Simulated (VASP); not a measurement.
ZnS:

```
Zn S
1.0
     0.00000    2.70200    2.70200
     2.70200    0.00000    2.70200
     2.70200    2.70200    0.00000
Zn S
1 1
Direct
  0.75000 0.75000 0.75000
  0.00000 0.00000 0.00000
```

Base run:

```yaml
Program: VASP 6.6.1
Functional: PBE-based screened hybrid with 40 % exact exchange
Potentials_or_basis: VASP PAW PBE potentials, release 64 (Zn, S)
Cutoff: 520 eV
k_mesh: 5 × 5 × 5
Occupations: fermi-dirac, width 0.05 eV
Spin: no spin polarisation
```

Its results: band gap on the k mesh 4.12 eV; pressure 0.5 GPa.

The run is repeated on the same cell with these changes: functional from PBE-based screened hybrid with 40 % exact exchange to PBE-based global hybrid with 50 % exact exchange; share of exact exchange from 0.4 to 0.5. What comes out?

Band gap on the k mesh 6.03 eV; pressure -0.3 GPa.

Caveats: the PAW data sets were made with another functional, which shifts forces and pressure a little.

